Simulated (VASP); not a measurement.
# Sb (P6_3/mmc) in VASP: a series of runs

The runs below take Sb through single point, relaxation of cell and atoms, with r2SCAN, revPBE, BLYP.

Everything below comes from runs of VASP 6.6.1. Logs are shortened: lines on timing, memory, paths and dates and some standing lists are left out, and cuts for length are marked.

**1. The cell of the first run**

The structure is hexagonal, space group P6_3/mmc (No. 194). Conventional cell: a = 3.355 Å, b = 3.355 Å, c = 5.470 Å, α = 90.00°, β = 90.00°, γ = 120.00°. Sb (site symmetry -6m2) has 12 Sb at 3.35 Å within 4.4 Å.

**2. Single point, r2SCAN**

POSCAR reads:

```
Sb
1.0
    3.3545324186      0.0000000000      0.0000000000
   -1.6772662093      2.9051102923      0.0000000000
    0.0000000000      0.0000000000      5.4701606500
Sb
2
Direct
    0.6666666667      0.3333333333      0.7500000000
    0.3333333333      0.6666666667      0.2500000000
```

INCAR.step1 reads:

```
SYSTEM = Sb
PREC = Accurate
ENCUT = 520
ISMEAR = -1
SIGMA = 0.05
LREAL = .FALSE.
LASPH = .TRUE.
NELM = 80
NBANDS = 12
GGA = PE
ALGO = Normal
EDIFF = 1E-4
LWAVE = .TRUE.
LCHARG = .FALSE.
```

INCAR.step2 reads:

```
SYSTEM = Sb
PREC = Accurate
ENCUT = 520
EDIFF = 1E-6
ISMEAR = -1
SIGMA = 0.05
LREAL = .FALSE.
LASPH = .TRUE.
NELM = 80
ALGO = Normal
ISIF = 2
LWAVE = .FALSE.
LCHARG = .FALSE.
METAGGA = R2SCAN
LMIXTAU = .TRUE.
NBANDS = 12
ISTART = 1
```

KPOINTS reads:

```
regular mesh
0
G
  9 9 5
  0 0 0
```

Potentials or basis: VASP PAW PBE potentials, release 64 (Sb).

The run is started by

```console
cat potpaw_PBE.64/Sb/POTCAR > POTCAR
cp INCAR.step1 INCAR
mpirun -np 1 vasp_std > vasp.out
cp INCAR.step2 INCAR
mpirun -np 1 vasp_std > vasp.out
```

OUTCAR:

```text
SYSTEM = Sb
   PREC = Accurate
   ENCUT = 520
   EDIFF = 1E-6
   ISMEAR = -1
   LREAL = .FALSE.
   LASPH = .TRUE.
   NELM = 80
   ISIF = 2
   METAGGA = R2SCAN
   ISTART = 1

 ion  position               nearest neighbor table
   1  0.667  0.333  0.750-   2 3.35   2 3.35   2 3.35   2 3.35   2 3.35   2 3.35
   2  0.333  0.667  0.250-   1 3.35   1 3.35   1 3.35   1 3.35   1 3.35   1 3.35

  LATTYP: Found a hexagonal cell.
 ALAT       =     3.3545324186
 C/A-ratio  =     1.6306775334

  Lattice vectors:

 A1 = (   3.3545324186,   0.0000000000,   0.0000000000)
 A2 = (  -1.6772662093,   2.9051102923,   0.0000000000)
 A3 = (   0.0000000000,   0.0000000000,   5.4701606500)

Analysis of symmetry for initial positions (statically):
=====================================================================
 Subroutine PRICEL returns:
 Original cell was already a primitive cell.

 Routine SETGRP: Setting up the symmetry group for a
 hexagonal supercell.

 Subroutine GETGRP returns: Found 24 space group operations
 (whereof 12 operations were pure point group operations)
 out of a pool of 24 trial point group operations.

The static configuration has the point symmetry D_3d.
 The point group associated with its full space group is D_6h.

Analysis of symmetry for dynamics (positions and initial velocities):
=====================================================================
 Subroutine PRICEL returns:
 Original cell was already a primitive cell.

 Routine SETGRP: Setting up the symmetry group for a
 hexagonal supercell.

 Subroutine GETGRP returns: Found 24 space group operations
 (whereof 12 operations were pure point group operations)
 out of a pool of 24 trial point group operations.

The dynamic configuration has the point symmetry D_3d.
 The point group associated with its full space group is D_6h.

 Subroutine INISYM returns: Found 24 space group operations
 (whereof 12 operations are pure point group operations),
 and found     1 'primitive' translations

----------------------------------------------------------------------------------------

                                     Primitive cell

  volume of cell :      53.3083

  direct lattice vectors                    reciprocal lattice vectors
     3.354532419  0.000000000  0.000000000     0.298104139  0.172110505  0.000000000
    -1.677266209  2.905110292  0.000000000     0.000000000  0.344221010  0.000000000
     0.000000000  0.000000000  5.470160650     0.000000000  0.000000000  0.182809987

  length of vectors
     3.354532419  3.354532419  5.470160650     0.344221010  0.344221010  0.182809987

  position of ions in fractional coordinates (direct lattice)
     0.666666667  0.333333333  0.750000000
     0.333333333  0.666666667  0.250000000

  ion indices of the primitive-cell ions
   primitive index   ion index
                 1           1
                 2           2

----------------------------------------------------------------------------------------

 KPOINTS: regular mesh

Automatic generation of k-mesh.
 Grid dimensions read from file:
 generate k-points for:    9    9    5

 Generating k-lattice:

  Cartesian coordinates                     Fractional coordinates (reciprocal lattice)
     0.033122682  0.019123389  0.000000000     0.111111111  0.000000000  0.000000000
     0.000000000  0.038246779  0.000000000     0.000000000  0.111111111  0.000000000
     0.000000000  0.000000000  0.036561997     0.000000000  0.000000000  0.200000000

  Length of vectors
     0.038246779  0.038246779  0.036561997

  Shift w.r.t. Gamma in fractional coordinates (k-lattice)
     0.000000000  0.000000000  0.000000000

 Subroutine IBZKPT returns following result:
 ===========================================

 Found     36 irreducible k-points:

 Following reciprocal coordinates:
            Coordinates               Weight
  0.000000  0.000000  0.000000      1.000000
  0.111111  0.000000  0.000000      6.000000
  0.222222  0.000000  0.000000      6.000000
  0.333333  0.000000  0.000000      6.000000
  0.444444  0.000000  0.000000      6.000000
  0.111111  0.111111  0.000000      6.000000
[... 16 lines left out ...]
  0.333333  0.222222  0.200000     24.000000
  0.333333  0.333333  0.200000      4.000000
 [... further k-points ...]
   k-points           NKPTS =     36   k-points in BZ     NKDIM =     36   number of bands    NBANDS=     12
   number of dos      NEDOS =    301   number of ions     NIONS =      2
   total plane-waves  NPLWV =  32928
   dimension x,y,z NGX =    28 NGY =   28 NGZ =   42
   dimension x,y,z NGXF=    56 NGYF=   56 NGZF=   84
   ions per type =               2
   NGX,Y,Z   is equivalent  to a cutoff of  13.88, 13.88, 12.76 a.u.
   NGXF,Y,Z  is equivalent  to a cutoff of  27.75, 27.75, 25.53 a.u.
 SYSTEM =  Sb
   PREC   = accura    normal or accurate (medium, high low for compatibility)
   ISTART =      1    job   : 0-new  1-cont  2-samecut
   ICHARG =      0    charge: 1-file 2-atom 10-const
[... 65 lines left out ...]
      3       2.3806      2.00000
      4      12.3818      0.00000
      5      12.3818      0.00000
      6      14.1595      0.00000
      7      14.1595      0.00000
      8      14.4221      0.00000
      9      16.9192      0.00000
     10      18.0982      0.00000
     11      19.0772      0.00000
     12      19.0772      0.00000

 k-point     2 :       0.1111    0.0000    0.0000
  band No.  band energies     occupation
      1      -4.8316      2.00000
      2      -0.7593      2.00000
      3       2.6206      2.00000
      4      10.3953      0.00000
      5      11.6044      0.00000
      6      13.0270      0.00000
      7      14.1403      0.00000
      8      14.2482      0.00000
      9      16.7283      0.00000
     10      18.4117      0.00000
     11      19.0511      0.00000
     12      19.2784      0.00000

 k-point     3 :       0.2222    0.0000    0.0000
  band No.  band energies     occupation
      1      -4.1400      2.00000
      2      -0.1706      2.00000
      3       3.3290      2.00000
      4       7.3445      2.00000
      5      10.4192      0.00000
      6      10.6250      0.00000
      7      12.8959      0.00000
      8      13.7044      0.00000
      9      14.9988      0.00000
     10      17.6704      0.00000
     11      18.7064      0.00000
     12      19.2444      0.00000

 k-point     4 :       0.3333    0.0000    0.0000
  band No.  band energies     occupation
      1      -3.0166      2.00000
      2       0.6018      2.00000
      3       4.4575      2.00000
      4       4.7400      2.00000
      5       8.0214      1.99989
      6       9.5001      0.00000
      7      10.8306      0.00000
      8      12.9723      0.00000
      9      13.9310      0.00000
     10      17.0912      0.00000
     11      18.1019      0.00000
     12      18.5572      0.00000

 k-point     5 :       0.4444    0.0000    0.0000
  band No.  band energies     occupation
      1      -1.6209      2.00000
      2       0.4997      2.00000
      3       3.8796      2.00000
      4       5.7821      2.00000
      5       5.8213      2.00000
      6       8.8937      0.00093
      7       9.0134      0.00008
      8      12.5320      0.00000
      9      13.4357      0.00000
     10      16.7948      0.00000
     11      17.7848      0.00000
     12      18.2121      0.00000
[... 228 lines left out ...]
      1      -0.8829      2.00000
      2       0.3091      2.00000
      3       3.3931      2.00000
      4       4.6319      2.00000
      5       7.1413      2.00000
      6       8.3437      1.93045
      7       9.4342      0.00000
      8      10.6552      0.00000
      9      15.2835      0.00000
     10      15.5918      0.00000
     11      18.4138      0.00000
     12      18.8106      0.00000

 k-point    22 :       0.2222    0.2222    0.2000
  band No.  band energies     occupation
      1      -2.1590      2.00000
      2       0.3992      2.00000
      3       4.5563      2.00000
      4       5.8699      2.00000
      5       6.7785      2.00000
      6       7.7620      2.00000
      7       9.2246      0.00000
      8      11.5867      0.00000
      9      15.2745      0.00000
     10      17.4362      0.00000
     11      18.6000      0.00000
     12      18.9411      0.00000

 k-point    23 :       0.3333    0.2222    0.2000
  band No.  band energies     occupation
      1      -0.8266      2.00000
      2       0.6654      2.00000
      3       3.8853      2.00000
      4       5.0317      2.00000
      5       5.9882      2.00000
      6       7.8223      2.00000
      7       8.4425      1.58716
      8      10.2876      0.00000
      9      14.3330      0.00000
     10      18.2528      0.00000
     11      18.6777      0.00000
     12      20.4281      0.00000

 k-point    24 :       0.3333    0.3333    0.2000
  band No.  band energies     occupation
      1       0.2290      2.00000
      2       0.2290      2.00000
      3       4.0708      2.00000
      4       5.1453      2.00000
      5       5.1453      2.00000
      6       6.7826      2.00000
      7       9.3167      0.00000
      8       9.3167      0.00000
      9      13.5672      0.00000
     10      19.6032      0.00000
     11      19.6032      0.00000
     12      21.5496      0.00000

 [... further k-points ...]
[... 5 lines left out ...]
  --------------------------------------------------------------------------------------
  -------------------------------------------------------------------------------------
  Total        0.1784375      0.1784375      0.1945210      0.0000000      0.0000000      0.0000000
  in kB        5.3629274      5.3629274      5.8463167      0.0000000      0.0000000      0.0000000
  external PRESSURE =       5.5240572 kB  Pullay stress =       0.0000000 kB

 VOLUME and BASIS-vectors are now :
 -----------------------------------------------------------------------------
  energy-cutoff  :      520.00
  volume of cell :       53.31
      direct lattice vectors                 reciprocal lattice vectors
     3.354532419  0.000000000  0.000000000     0.298104139  0.172110505  0.000000000
    -1.677266209  2.905110292  0.000000000     0.000000000  0.344221010  0.000000000
     0.000000000  0.000000000  5.470160650     0.000000000  0.000000000  0.182809987

 POSITION                                       TOTAL-FORCE (eV/Angst)
 -----------------------------------------------------------------------------------
      1.67727      0.96837      4.10262        -0.000000     -0.000000      0.000000
     -0.00000      1.93674      1.36754         0.000000      0.000000      0.000000
 -----------------------------------------------------------------------------------
    total drift:                                0.000000     -0.000000      0.000000

  FREE ENERGIE OF THE ION-ELECTRON SYSTEM (eV)
  ---------------------------------------------------
  free  energy   TOTEN  =       -50.5681866750 eV

  energy  without entropy=      -50.5575108119  energy(sigma->0) =      -50.56284874
```

Run time: 75 s. Hardware: 1 thread of Intel Xeon 6975P-C, shared host; peak memory 0.18 GiB.

Results:

| Property | Result |
| --- | --- |
| Free energy | -50.5682 eV |
| Pressure | 0.6 GPa |
| Band gap on the k mesh | zero (band 5 reaches 12.98 eV, above the bottom of band 6 at 5.67 eV) |

Caveat: the PAW data sets were made with another functional, which shifts forces and pressure a little; spin-orbit coupling is left out, which moves the levels of the heavy elements.

**3. Relaxation of cell and atoms, revPBE**

INCAR reads:

```
SYSTEM = Sb
PREC     = Accurate       ! precision mode
ENCUT    = 600            ! plane-wave cutoff, eV
EDIFF    = 1E-6           ! SCF threshold, eV
ISMEAR   = -1             ! smearing method
SIGMA    = 0.05           ! smearing width, eV
LREAL    = .FALSE.        ! projectors in reciprocal space
LASPH    = .TRUE.         ! aspherical terms in the spheres
NELM     = 80             ! most SCF steps
ALGO     = Normal         ! electronic algorithm
ISIF     = 3              ! what is computed and relaxed
LWAVE    = .FALSE.        ! write WAVECAR
LCHARG   = .FALSE.        ! write CHGCAR
GGA      = RE             ! functional
IBRION   = 2              ! ionic algorithm
NSW      = 60             ! ionic steps
EDIFFG   = -0.01          ! ionic threshold
```

KPOINTS is that of step 2.

POSCAR is that of step 2.

Potentials or basis: VASP PAW PBE potentials, release 64 (Sb).

The run is started by

```console
cat potpaw_PBE.64/Sb/POTCAR > POTCAR
mpirun -np 1 vasp_std > vasp.out
```

It took 95 s on 1 thread of Intel Xeon 6975P-C, shared host; peak memory 0.21 GiB.

It converged, with:

- Free energy: -7.0798 eV
- Relaxed volume: 27.70 Å³/atom
- Relaxed cell: a = 3.463 Å, b = 3.463 Å, c = 5.334 Å, α = 90.00°, β = 90.00°, γ = 120.00°
- Space group after relaxing (to 0.05 Å): P6_3/mmc (No. 194)
- Energy gained by relaxing: 8.0 meV/atom
- Ionic steps: 11
- Pressure after relaxing: 0.0 GPa
- Band gap on the k mesh: zero (band 5 reaches 11.66 eV, above the bottom of band 6 at 5.70 eV)

The path:
```tsv
step	energy change (eV)	largest force (eV/Å)	pressure (GPa)	volume (Å³)
1	0.0000	0.0000	2.23	53.31
2	-0.0111	0.0000	-0.90	56.23
3	-0.0137	0.0000	-0.02	55.32
4	-0.0136	0.0000	0.04	55.28
5	-0.0139	0.0000	0.04	55.28
6	-0.0145	0.0000	0.02	55.30
7	-0.0154	0.0000	0.00	55.33
8	-0.0160	0.0000	0.08	55.35
9	-0.0160	0.0000	0.06	55.35
10	-0.0157	0.0000	-0.35	55.75
11	-0.0161	0.0000	0.00	55.40
```

Final structure:
```yaml
crystal:
  lattice:
    - [3.46307, 0.00000, 0.00000]
    - [-1.73154, 2.99911, 0.00000]
    - [0.00000, 0.00000, 5.33444]
  atoms:
    - { symbol: Sb, position: [0.66667, 0.33333, 0.75000] }
    - { symbol: Sb, position: [0.33333, 0.66667, 0.25000] }
```

Levels at points of the mesh, in eV from the Fermi level:
```
           k point  band 2  band 3  band 4  band 5  band 6  band 7  band 8  band 9
(0.00, 0.00, 0.00)   -8.57   -5.55    2.81    2.81    4.60    4.60    5.91    6.81
```

Caveat: the PAW data sets were made with another functional, which shifts forces and pressure a little; spin-orbit coupling is left out, which moves the levels of the heavy elements.

**4. Relaxation of cell and atoms, BLYP**

INCAR reads:

```
SYSTEM = Sb
AGGAC = 1.0 ; AGGAX = 1.0
ALDAC = 0.0 ; ALDAX = 1.0
ALGO = Normal ; EDIFF = 1E-6
EDIFFG = -0.01 ; ENCUT = 600
GGA = B5 ; IBRION = 2
ISIF = 3 ; ISMEAR = -1
LASPH = .True. ; LCHARG = .False.
LREAL = .False. ; LWAVE = .False.
NELM = 60 ; NSW = 60
PREC = Accurate ; SIGMA = 0.05
```

KPOINTS reads:

```
k-points
0
Gamma
  9 9 5
  0 0 0
```

POSCAR is that of step 3.

The run is started by

```console
cat potpaw_PBE.64/Sb/POTCAR > POTCAR
mpirun -np 1 vasp_std > vasp.out
```

It took 8 min on 1 thread of Intel Xeon 6975P-C, shared host; peak memory 0.21 GiB.

The run converged. Its results:

| Property | Result |
| --- | --- |
| Free energy | -6.4442 eV |
| Relaxed volume | 33.24 Å³/atom |
| Relaxed cell | a = 4.295 Å, b = 4.295 Å, c = 4.160 Å, α = 90.00°, β = 90.00°, γ = 120.00° |
| Space group after relaxing (to 0.05 Å) | P6_3/mmc (No. 194) |
| Energy gained by relaxing | 322.3 meV/atom |
| Ionic steps | 31 |
| Pressure after relaxing | 0.0 GPa |
| Band gap on the k mesh | zero (band 5 reaches 6.68 eV, above the bottom of band 6 at 5.50 eV) |

The path:
| step | energy change (eV) | largest force (eV/Å) | pressure (GPa) | volume (Å³) |
| --- | --- | --- | --- | --- |
| 1 | 0.0000 | 0.0000 | 7.50 | 53.31 |
| 2 | -0.1241 | 0.0000 | -2.07 | 63.52 |
| 3 | -0.1462 | 0.0000 | 0.01 | 60.28 |
| 4 | -0.1462 | 0.0000 | -0.10 | 60.42 |
| 5 | -0.1462 | 0.0000 | 0.01 | 60.27 |
| 6 | -0.1462 | 0.0000 | 0.05 | 60.22 |
| 7 | -0.1463 | 0.0000 | 0.05 | 60.22 |
| 8 | -0.1466 | 0.0000 | 0.05 | 60.21 |
| 9 | -0.1473 | 0.0000 | 0.08 | 60.20 |
| 10 | -0.1507 | 0.0000 | 0.21 | 60.15 |
| 11 | -0.1638 | 0.0000 | 0.68 | 59.97 |
| 12 | -0.1674 | 0.0000 | 2.35 | 59.28 |
| 13 | -0.3970 | 0.0000 | 8.07 | 56.51 |
| 14 | 3.8946 | 0.0000 | 62.49 | 44.61 |
| 15 | -0.3672 | 0.0000 | 9.82 | 55.81 |
| 16 | -0.3799 | 0.0000 | 9.39 | 56.00 |
| 17 | -0.3889 | 0.0000 | 8.96 | 56.17 |
| 18 | -0.3938 | 0.0000 | 8.84 | 56.26 |
| 19 | -0.4081 | 0.0000 | 8.48 | 56.52 |
| 20 | -0.4350 | 0.0000 | 7.78 | 57.05 |
| 21 | -0.4825 | 0.0000 | 6.45 | 58.12 |
| 22 | -0.5539 | 0.0000 | 4.07 | 60.29 |
| 23 | -0.6140 | 0.0000 | 0.32 | 64.81 |
| 24 | -0.6147 | 0.0000 | -0.02 | 65.33 |
| 25 | -0.6198 | 0.0000 | -0.02 | 65.42 |
| 26 | -0.6323 | 0.0000 | 0.02 | 65.68 |
| 27 | -0.6442 | 0.0000 | 0.12 | 66.18 |
| 28 | -0.6445 | 0.0000 | 0.13 | 66.27 |
| 29 | -0.6445 | 0.0000 | 0.13 | 66.25 |
| 30 | -0.6446 | 0.0000 | 0.06 | 66.37 |
| 31 | -0.6446 | 0.0000 | 0.00 | 66.47 |

Final structure:
```yaml
crystal:
  lattice:
    - [4.29521, 0.00000, 0.00000]
    - [-2.14761, 3.71976, 0.00000]
    - [0.00000, 0.00000, 4.16035]
  atoms:
    - { symbol: Sb, position: [0.66667, 0.33333, 0.75000] }
    - { symbol: Sb, position: [0.33333, 0.66667, 0.25000] }
```

Levels at points of the mesh, in eV from the Fermi level:
```csv
k point,band 3,band 4,band 5,band 6,band 7,band 8
"(0.00, 0.00, 0.00)",-2.30,-1.06,-1.06,1.94,1.94,3.82
```

Caveat: the volume moved by over 15 % at a fixed basis, so the end points are rough; the PAW data sets were made with another functional, which shifts forces and pressure a little; spin-orbit coupling is left out, which moves the levels of the heavy elements.

**5. Summary**

| task | level | cell | cutoff (eV) | gap on the mesh (eV) | pressure (GPa) | relaxed volume (Å³/atom) |
| --- | --- | --- | --- | --- | --- | --- |
| single point | r2SCAN | as given | 520 | none | 0.6 | - |
| relaxation of cell and atoms | revPBE | relaxed | 600 | none | 0.0 | 27.70 |
| relaxation of cell and atoms | BLYP | relaxed | 600 | none | 0.0 | 33.24 |

Alike in all rows: potentials or basis VASP PAW PBE potentials, release 64 (Sb); no spin polarisation; k mesh 9 × 9 × 5; smearing fermi-dirac 0.05 eV.

Caveats: the PAW data sets were made with another functional, which shifts forces and pressure a little; spin-orbit coupling is left out, which moves the levels of the heavy elements; the volume moved by over 15 % at a fixed basis, so the end points are rough (some runs).

Absolute energies hang on the potentials; compare differences alone.
